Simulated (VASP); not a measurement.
**CoSi (NiAs type): single point with PBE**

CoSi (NiAs type):

```xyz
4
Lattice="2.2219 0.0000 0.0000 -1.1110 1.9243 0.0000 0.0000 0.0000 6.3953" Properties=species:S:1:pos:R:3 pbc="T T T"
Co    0.0000    0.0000    0.0000
Co    0.0000    0.0000    3.1976
Si    0.0000    1.2828    1.5988
Si    1.1110    0.6414    4.7965
```

```json
{
  "Program": "VASP 6.6.1",
  "Task": "single point",
  "Functional": "PBE",
  "Potentials or basis": "VASP PAW PBE potentials, release 64 (Co, Si)",
  "Cutoff": "520 eV",
  "k mesh": "12 × 12 × 7",
  "Occupations": "fermi-dirac, width 0.08 eV",
  "Spin": "no spin polarisation",
  "Dipole correction": "no",
  "Further INCAR settings": "ALGO = Normal; EDIFF = 1e-06; NBANDS = 21"
}
```

```json
{"Pressure": "298.1 GPa", "Band gap on the k mesh": "zero (bands 13 and 14 overlap by 2.69 eV)"}
```

Stress tensor (GPa, compression positive):
```
296.69   0.00   0.00
  0.00 296.69   0.00
  0.00   0.00 300.89
```

Levels at points of the mesh, in eV from the Fermi level:
```csv
k point,band 10,band 11,band 12,band 13,band 14,band 15,band 16,band 17
"(0.00, 0.00, 0.00)",-3.43,-2.04,-2.04,-1.74,-1.74,4.24,9.26,14.22
"(0.50, 0.00, 0.00)",-3.20,-2.79,0.25,0.26,0.85,2.28,3.75,5.33
```

Run time: 21 s on 1 thread of Intel(R) Xeon(R) 6975P-C (Granite Rapids) (shared host), peak memory 0.17 GiB.

Caveat: the cell stands under pressure; the run has no spin polarisation, though such a crystal can be magnetic. Spin polarisation is off, so any magnetic state and its effect on volume and gap are missing.
